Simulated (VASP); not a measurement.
# B6Br in VASP: further runs

Runs on B6Br. Level: PBE. Tasks: single point.

Program: VASP 6.6.1. These are calculated values, not measurements. Logs are shortened: lines on timing, memory, paths and dates and some standing lists are left out, and cuts for length are marked.

### Step 1. The cell of the first run

Symmetry: R-3m, No. 166, trigonal system. The conventional cell has a = 6.339 Å, b = 6.339 Å, c = 7.500 Å, α = 90.00°, β = 90.00°, γ = 120.00°. B (site symmetry 2/m) has 2 Br at 2.22 Å and 4 B at 2.22 Å within 2.9 Å. Within 2.9 Å of B (site symmetry 2/m) lie 4 B at 2.22 Å. Br (site symmetry -3m) has 6 B at 2.22 Å within 2.9 Å.

### Step 2. Single point, PBE

Input file INCAR:

```
SYSTEM = B6Br
PREC = Accurate
ENCUT = 520
EDIFF = 1E-7
ISMEAR = 0
SIGMA = 0.1
LREAL = .False.
LASPH = .True.
NELM = 80
ALGO = Normal
ISIF = 2
LWAVE = .False.
LCHARG = .False.
GGA = PE
NBANDS = 22
```

Input file KPOINTS:

```
regular mesh
0
Gamma
  6 6 6
  0 0 0
```

Input file POSCAR:

```
B6Br
1.0
    3.1695696400      1.8299518900      2.4999446300
   -3.1695696400      1.8299518900      2.4999446300
    0.0000000000     -3.6599037700      2.4999446300
B Br
6 1
Direct
    0.5000000000      0.5000000000      0.0000000000
    0.0000000000      0.5000000000      0.5000000000
    0.5000000000      0.0000000000      0.5000000000
    0.0000000000      0.0000000000      0.5000000000
    0.5000000000      0.0000000000      0.0000000000
    0.0000000000      0.5000000000      0.0000000000
    0.5000000000      0.5000000000      0.5000000000
```

Potentials or basis: VASP PAW PBE potentials, release 64 (B, Br).

The run is started by

```sh
$ cat potpaw_PBE.64/B/POTCAR potpaw_PBE.64/Br/POTCAR > POTCAR
$ mpirun -np 1 vasp_std > vasp.out
```

OUTCAR:

```text
SYSTEM = B6Br
   PREC = Accurate
   ENCUT = 520
   EDIFF = 1E-7
   ISMEAR = 0
   LREAL = .False.
   LASPH = .True.
   NELM = 80
   ISIF = 2
   GGA = PE

 ion  position               nearest neighbor table
   1  0.500  0.500  0.000-   7 2.22   7 2.22
   2  0.000  0.500  0.500-   7 2.22   7 2.22
   3  0.500  0.000  0.500-   7 2.22   7 2.22
   4  0.000  0.000  0.500-
   5  0.500  0.000  0.000-
   6  0.000  0.500  0.000-
   7  0.500  0.500  0.500-   1 2.22   1 2.22   3 2.22   2 2.22   3 2.22   2 2.22

  LATTYP: Found a trigonal (rhomboedric) cell.
 ALAT       =     4.4322250367
 COS(alpha) =    -0.0227912099

  Lattice vectors:

 A1 = (   3.1695696400,   1.8299518900,   2.4999446300)
 A2 = (  -3.1695696400,   1.8299518900,   2.4999446300)
 A3 = (   0.0000000000,  -3.6599037700,   2.4999446300)

Analysis of symmetry for initial positions (statically):
=====================================================================
 Subroutine PRICEL returns:
 Original cell was already a primitive cell.

 Routine SETGRP: Setting up the symmetry group for a
 trigonal (rhombohedral) supercell.

 Subroutine GETGRP returns: Found 12 space group operations
 (whereof 12 operations were pure point group operations)
 out of a pool of 12 trial point group operations.

The static configuration has the point symmetry D_3d.

Analysis of symmetry for dynamics (positions and initial velocities):
=====================================================================
 Subroutine PRICEL returns:
 Original cell was already a primitive cell.

 Routine SETGRP: Setting up the symmetry group for a
 trigonal (rhombohedral) supercell.

 Subroutine GETGRP returns: Found 12 space group operations
 (whereof 12 operations were pure point group operations)
 out of a pool of 12 trial point group operations.

The dynamic configuration has the point symmetry D_3d.

 Subroutine INISYM returns: Found 12 space group operations
 (whereof 12 operations are pure point group operations),
 and found     1 'primitive' translations

----------------------------------------------------------------------------------------

                                     Primitive cell

  volume of cell :      87.0005

  direct lattice vectors                    reciprocal lattice vectors
     3.169569640  1.829951890  2.499944630     0.157750123  0.091077076  0.133336286
    -3.169569640  1.829951890  2.499944630    -0.157750123  0.091077076  0.133336286
     0.000000000 -3.659903770  2.499944630     0.000000000 -0.182154152  0.133336287

  length of vectors
     4.432225037  4.432225037  4.432225035     0.225740338  0.225740338  0.225740338

  position of ions in fractional coordinates (direct lattice)
     0.500000000  0.500000000  0.000000000
     0.000000000  0.500000000  0.500000000
     0.500000000  0.000000000  0.500000000
     0.000000000  0.000000000  0.500000000
     0.500000000  0.000000000  0.000000000
     0.000000000  0.500000000  0.000000000
     0.500000000  0.500000000  0.500000000

  ion indices of the primitive-cell ions
   primitive index   ion index
                 1           1
                 2           2
                 3           3
                 4           4
                 5           5
                 6           6
                 7           7

----------------------------------------------------------------------------------------

 KPOINTS: regular mesh

Automatic generation of k-mesh.
 Grid dimensions read from file:
 generate k-points for:    6    6    6

 Generating k-lattice:

  Cartesian coordinates                     Fractional coordinates (reciprocal lattice)
     0.026291687  0.015179513  0.022222714     0.166666667 -0.000000000 -0.000000000
    -0.026291687  0.015179513  0.022222714    -0.000000000  0.166666667 -0.000000000
     0.000000000 -0.030359025  0.022222714     0.000000000  0.000000000  0.166666667

  Length of vectors
     0.037623390  0.037623390  0.037623390

  Shift w.r.t. Gamma in fractional coordinates (k-lattice)
     0.000000000  0.000000000  0.000000000

 Subroutine IBZKPT returns following result:
 ===========================================

 Found     32 irreducible k-points:

 Following reciprocal coordinates:
            Coordinates               Weight
  0.000000  0.000000  0.000000      1.000000
  0.166667  0.000000  0.000000      6.000000
  0.333333 -0.000000  0.000000      6.000000
  0.500000 -0.000000 -0.000000      3.000000
  0.166667  0.166667  0.000000      6.000000
  0.333333  0.166667  0.000000     12.000000
[... 16 lines left out ...]
  0.500000  0.500000  0.166667      6.000000
 -0.333333  0.500000  0.166667     12.000000
 [... further k-points ...]
   k-points           NKPTS =     32   k-points in BZ     NKDIM =     32   number of bands    NBANDS=     22
   number of dos      NEDOS =    301   number of ions     NIONS =      7
   total plane-waves  NPLWV =  46656
   dimension x,y,z NGX =    36 NGY =   36 NGZ =   36
   dimension x,y,z NGXF=    72 NGYF=   72 NGZF=   72
   ions per type =               6   1
   NGX,Y,Z   is equivalent  to a cutoff of  13.50, 13.50, 13.50 a.u.
   NGXF,Y,Z  is equivalent  to a cutoff of  27.01, 27.01, 27.01 a.u.
 SYSTEM =  B6Br
   PREC   = accura    normal or accurate (medium, high low for compatibility)
   ISTART =      0    job   : 0-new  1-cont  2-samecut
   ICHARG =      2    charge: 1-file 2-atom 10-const
   ISPIN  =      1    spin polarized calculation?
   LNONCOLLINEAR =      F non collinear calculations
   LSORBIT =      F    spin-orbit coupling
   LASPH  =      T    aspherical Exc in radial PAW
   ENCUT  =  520.0 eV  38.22 Ry    6.18 a.u.   8.24  8.24  8.24*2*pi/ulx,y,z
   NELM   =     80;   NELMIN=  2; NELMDL= -5     # of ELM steps
   EDIFF  = 0.1E-06   stopping-criterion for ELM
   LREAL  =      F    real-space projection
   EDIFFG = 0.1E-05   stopping-criterion for IOM
   NSW    =      0    number of steps for IOM
   IBRION =     -1    ionic relax: 0-MD 1-quasi-New 2-CG
   NFREE  =      0    steps in history (QN), initial steepest desc. (CG)
   ISIF   =      2    stress and relaxation
   ISYM   =      2    0-nonsym 1-usesym 2-fastsym
   POTIM  = 0.5000    time-step for ionic-motion
   TEBEG  =    0.0;   TEEND  =   0.0 temperature during run
   PSTRESS=    0.0 pullay stress
   NELECT =      25.0000    total number of electrons
   NUPDOWN=      -1.0000    fix difference up-down
   EMIN   =  10.00;   EMAX   =-10.00  energy-range for DOS
   EFERMI =   0.00;   METHOD = LEGACY
   ISMEAR =     0;   SIGMA  =   0.10  broadening in eV -4-tet -1-fermi 0-gaus
   EFERMI_NEDOS =   21; number of points for ismear=-14 and -15
   IALGO  =     38    algorithm
   IMIX   =      4    mixing-type and parameters
     AMIX     =   0.40;   BMIX     =  1.00
     AMIX_MAG =   1.60;   BMIX_MAG =  1.00
  volume/ion in A,a.u.               =      12.43        83.87
  Fermi-wavevector in a.u.,A,eV,Ry     =   1.080308  2.041486 15.878891  1.167066
  Thomas-Fermi vector in A             =   2.216296
   LORBIT       =      0    0 simple, 1 ext, 2 COOP (PROOUT), +10 PAW based schemes
   GGA     = PE    functional components
   LHFCALC =     F    Hartree Fock is set to
   AEXX    =    0.0000 exact exchange contribution
   IVDW    =     0    specifies the selected vdW correction
   LEPSILON=     F    determine dielectric tensor
   LRPA    =     F    only Hartree local field effects (RPA)
 non-spin polarized calculation
 Gauss-broadening in eV      SIGMA  =   0.10
  energy-cutoff  :      520.00
  volume of cell :       87.00
 maximum number of plane-waves:      2362
 NGX is ok and might be reduce to    36
   NGX = 17   NGY = 17   NGZ = 17

 number of electron      25.0000000 magnetization

 Free energy of the ion-electron system (eV)
  ---------------------------------------------------
  ext. energy  EPLUGINS =         0.00000000
  ---------------------------------------------------
  free energy    TOTEN  =       -27.74460887 eV

  energy without entropy =      -27.73950976  energy(sigma->0) =      -27.74205931

 E-fermi :   3.9975     XC(G=0): -10.2962

 val. band max:        3.9647136274   @ k =   0.3333   0.3333   0.1667
 cond. band min:       4.0349125755   @ k =   0.1667   0.0000   0.0000
 fundamental gap:      0.0701989481
 Fermi energy:         3.9974902714

 k-point     1 :       0.0000    0.0000    0.0000
  band No.  band energies     occupation
      1     -14.4330      2.00000
      2      -4.9768      2.00000
      3      -4.0212      2.00000
      4      -4.0212      2.00000
      5      -3.9673      2.00000
      6      -2.5339      2.00000
[... 14 lines left out ...]
     21      10.0457      0.00000
     22      10.0800      0.00000

 k-point     2 :       0.1667    0.0000    0.0000
  band No.  band energies     occupation
      1     -14.4014      2.00000
      2      -5.6533      2.00000
      3      -4.0111      2.00000
      4      -3.9385      2.00000
      5      -3.8948      2.00000
      6      -2.3895      2.00000
[... 14 lines left out ...]
     21      10.3557      0.00000
     22      10.9216      0.00000

 k-point     3 :       0.3333   -0.0000    0.0000
  band No.  band energies     occupation
      1     -14.3360      2.00000
      2      -6.4926      2.00000
      3      -3.8840      2.00000
      4      -3.7536      2.00000
      5      -3.7156      2.00000
      6      -1.9774      2.00000
[... 14 lines left out ...]
     21      10.5393      0.00000
     22      11.7891      0.00000

 k-point     4 :       0.5000   -0.0000   -0.0000
  band No.  band energies     occupation
      1     -14.3020      2.00000
      2      -6.8102      2.00000
      3      -3.8031      2.00000
      4      -3.6486      2.00000
      5      -3.6171      2.00000
      6      -1.5647      2.00000
[... 14 lines left out ...]
     21      10.4036      0.00000
     22      10.5839      0.00000

 k-point     5 :       0.1667    0.1667    0.0000
  band No.  band energies     occupation
      1     -14.3702      2.00000
      2      -5.7693      2.00000
      3      -5.0138      2.00000
      4      -3.8414      2.00000
      5      -3.2668      2.00000
      6      -1.5370      2.00000
[... 14 lines left out ...]
     21      10.6855      0.00000
     22      11.0888      0.00000

 k-point     6 :       0.3333    0.1667    0.0000
  band No.  band energies     occupation
      1     -14.3066      2.00000
      2      -6.3922      2.00000
      3      -5.1012      2.00000
      4      -3.6585      2.00000
      5      -2.9604      2.00000
      6      -1.3513      2.00000
[... 14 lines left out ...]
     21      10.5717      0.00000
     22      11.4055      0.00000

 k-point     7 :       0.5000    0.1667    0.0000
  band No.  band energies     occupation
      1     -14.2742      2.00000
      2      -6.6924      2.00000
      3      -4.9771      2.00000
      4      -3.5542      2.00000
      5      -2.8033      2.00000
      6      -1.6288      2.00000
[... 324 lines left out ...]
      6      -1.3392      2.00000
[... 14 lines left out ...]
     21       9.0925      0.00000
     22       9.9005      0.00000

 k-point    21 :      -0.3333    0.3333    0.1667
  band No.  band energies     occupation
      1     -14.2218      2.00000
      2      -6.1614      2.00000
      3      -5.7192      2.00000
      4      -4.5879      2.00000
      5      -2.3289      2.00000
      6      -1.3140      2.00000
[... 14 lines left out ...]
     21       8.8733      0.00000
     22      10.7388      0.00000

 k-point    22 :      -0.1667    0.3333    0.1667
  band No.  band energies     occupation
      1     -14.2796      2.00000
      2      -6.2952      2.00000
      3      -5.1540      2.00000
      4      -4.5652      2.00000
      5      -1.7783      2.00000
      6      -1.3785      2.00000
[... 14 lines left out ...]
     21      10.1960      0.00000
     22      11.2764      0.00000

 k-point    23 :       0.5000    0.5000    0.1667
  band No.  band energies     occupation
      1     -14.1626      2.00000
      2      -6.1578      2.00000
      3      -6.0300      2.00000
      4      -4.3276      2.00000
      5      -3.2396      2.00000
      6      -1.2881      2.00000
[... 14 lines left out ...]
     21       9.2713      0.00000
     22       9.6221      0.00000

 k-point    24 :      -0.3333    0.5000    0.1667
  band No.  band energies     occupation
      1     -14.1918      2.00000
      2      -6.2919      2.00000
      3      -5.7773      2.00000
      4      -4.4191      2.00000
      5      -2.7215      2.00000
      6      -1.3147      2.00000
[... 14 lines left out ...]
     21       9.1222      0.00000
     22       9.9355      0.00000

 [... further k-points ...]
[... 5 lines left out ...]
  --------------------------------------------------------------------------------------
  -------------------------------------------------------------------------------------
  Total      -13.9641996    -13.9641997    -10.1300188      0.0000000     -0.0000000      0.0000000
  in kB     -257.1609501   -257.1609506   -186.5517055      0.0000000     -0.0000002      0.0000000
  external PRESSURE =    -233.6245354 kB  Pullay stress =       0.0000000 kB

 VOLUME and BASIS-vectors are now :
 -----------------------------------------------------------------------------
  energy-cutoff  :      520.00
  volume of cell :       87.00
      direct lattice vectors                 reciprocal lattice vectors
     3.169569640  1.829951890  2.499944630     0.157750123  0.091077076  0.133336286
    -3.169569640  1.829951890  2.499944630    -0.157750123  0.091077076  0.133336286
     0.000000000 -3.659903770  2.499944630     0.000000000 -0.182154152  0.133336287

 POSITION                                       TOTAL-FORCE (eV/Angst)
 -----------------------------------------------------------------------------------
      0.00000      1.82995      2.49994         0.000000     -0.000000      0.000000
     -1.58478     -0.91498      2.49994        -0.000000      0.000000      0.000000
      1.58478     -0.91498      2.49994         0.000000      0.000000      0.000000
      0.00000     -1.82995      1.24997        -0.000000      0.000000      0.000000
      1.58478      0.91498      1.24997        -0.000000      0.000000      0.000000
     -1.58478      0.91498      1.24997        -0.000000      0.000000      0.000000
      0.00000      0.00000      3.74992        -0.000000     -0.000000     -0.000000
 -----------------------------------------------------------------------------------
    total drift:                               -0.000000     -0.000000      0.000000

  FREE ENERGIE OF THE ION-ELECTRON SYSTEM (eV)
  ---------------------------------------------------
  free  energy   TOTEN  =       -27.7446088651 eV

  energy  without entropy=      -27.7395097613  energy(sigma->0) =      -27.74205931
```

It took 61 s on 1 thread of AMD EPYC 7R43 (Zen 3), shared host; peak memory 0.19 GiB.

What came out:

- Free energy: -27.7446 eV
- Pressure: -23.4 GPa

Stress tensor (GPa, compression positive):
```
-25.72   0.00   0.00
  0.00 -25.72   0.00
  0.00   0.00 -18.66
```

Caveat: an odd number of electrons without spin polarisation forces a metal; a magnetic or distorted state may lie lower.

### Step 3. Single point, PBE

This run uses another cell than the first one, of 9.42 Å³/atom, 0.758 times its volume.

Input file INCAR:

```
PREC = Accurate
ENCUT = 520
EDIFF = 1E-7
ISMEAR = 0
SIGMA = 0.1
LREAL = F
LASPH = T
NELM = 60
ALGO = Normal
ISIF = 2
LWAVE = F
LCHARG = F
GGA = PE
NBANDS = 22
```

Input file KPOINTS:

```
regular mesh
0
Gamma
  10 10 10
```

Input file POSCAR:

```
B6Br
1.0
    4.0398072573      0.0000000000      0.0000000000
    0.0000000000      4.0398072573      0.0000000000
    0.0000000000      0.0000000000      4.0398072573
B Br
6 1
Direct
    0.5000000000      0.0000000000      0.5000000000
    0.5000000000      0.5000000000      0.0000000000
    0.0000000000      0.5000000000      0.5000000000
    0.0000000000      0.5000000000      0.0000000000
    0.0000000000      0.0000000000      0.5000000000
    0.5000000000      0.0000000000      0.0000000000
    0.5000000000      0.5000000000      0.5000000000
```

Potentials or basis: VASP PAW PBE potentials, release 64 (B, Br).

The run is started by

```sh
$ cat potpaw_PBE.64/B/POTCAR potpaw_PBE.64/Br/POTCAR > POTCAR
$ mpirun -np 1 vasp_std > vasp.out
```

OUTCAR:

```text
PREC = Accurate
   ENCUT = 520
   EDIFF = 1E-7
   ISMEAR = 0
   LREAL = F
   LASPH = T
   NELM = 60
   ISIF = 2
   GGA = PE

 ion  position               nearest neighbor table
   1  0.500  0.000  0.500-   5 2.02   6 2.02   7 2.02   6 2.02   7 2.02   5 2.02
   2  0.500  0.500  0.000-   4 2.02   6 2.02   7 2.02   7 2.02   6 2.02   4 2.02
   3  0.000  0.500  0.500-   4 2.02   5 2.02   7 2.02   4 2.02   5 2.02   7 2.02
   4  0.000  0.500  0.000-   2 2.02   3 2.02   3 2.02   2 2.02
   5  0.000  0.000  0.500-   1 2.02   3 2.02   3 2.02   1 2.02
   6  0.500  0.000  0.000-   1 2.02   2 2.02   1 2.02   2 2.02
   7  0.500  0.500  0.500-   1 2.02   2 2.02   3 2.02   2 2.02   1 2.02   3 2.02
[... 809 lines left out ...]
  Total        0.0311192      0.0311192      0.0311192      0.0000000      0.0000000     -0.0000000
  in kB        0.7562356      0.7562356      0.7562356      0.0000000      0.0000000     -0.0000000
  external PRESSURE =       0.7562356 kB  Pullay stress =       0.0000000 kB

 VOLUME and BASIS-vectors are now :
 -----------------------------------------------------------------------------
  energy-cutoff  :      520.00
  volume of cell :       65.93
      direct lattice vectors                 reciprocal lattice vectors
     4.039807257  0.000000000  0.000000000     0.247536562  0.000000000  0.000000000
     0.000000000  4.039807257  0.000000000     0.000000000  0.247536562  0.000000000
     0.000000000  0.000000000  4.039807257     0.000000000  0.000000000  0.247536562

 POSITION                                       TOTAL-FORCE (eV/Angst)
 -----------------------------------------------------------------------------------
      2.01990      0.00000      2.01990         0.000000      0.000000      0.000000
      2.01990      2.01990      0.00000         0.000000      0.000000      0.000000
      0.00000      2.01990      2.01990         0.000000      0.000000      0.000000
      0.00000      2.01990      0.00000         0.000000      0.000000      0.000000
      0.00000      0.00000      2.01990         0.000000      0.000000      0.000000
      2.01990      0.00000      0.00000         0.000000      0.000000      0.000000
      2.01990      2.01990      2.01990         0.000000      0.000000      0.000000
 -----------------------------------------------------------------------------------
    total drift:                                0.000000      0.000000     -0.000000

  FREE ENERGIE OF THE ION-ELECTRON SYSTEM (eV)
  ---------------------------------------------------
  free  energy   TOTEN  =       -29.7774798482 eV

  energy  without entropy=      -29.7707602911  energy(sigma->0) =      -29.77412007
```

It took 53 s on 1 thread of AMD EPYC 7R43 (Zen 3), shared host; peak memory 0.17 GiB.

Results:

```
Free energy : -29.7775 eV
Pressure    : 0.1 GPa
```

Levels at points of the mesh, in eV from the Fermi level:
| k point | band 9 | band 10 | band 11 | band 12 | band 13 | band 14 | band 15 | band 16 | band 17 | band 18 |
| --- | --- | --- | --- | --- | --- | --- | --- | --- | --- | --- |
| (0.00, 0.00, 0.00) | -2.33 | -2.33 | -2.18 | -2.18 | -2.18 | 1.64 | 1.64 | 4.26 | 4.57 | 4.57 |
| (0.50, 0.00, 0.00) | -4.33 | -4.33 | -1.78 | -1.78 | 0.47 | 0.88 | 2.18 | 2.99 | 2.99 | 4.36 |
| (0.50, 0.50, 0.00) | -3.77 | -3.77 | -0.01 | 0.22 | 0.52 | 0.52 | 0.93 | 2.73 | 2.73 | 5.39 |
| (0.50, 0.50, 0.50) | 0.31 | 0.31 | 0.31 | 0.95 | 0.95 | 3.73 | 3.73 | 3.73 | 3.75 | 3.75 |

Caveat: an odd number of electrons without spin polarisation forces a metal; a magnetic or distorted state may lie lower.
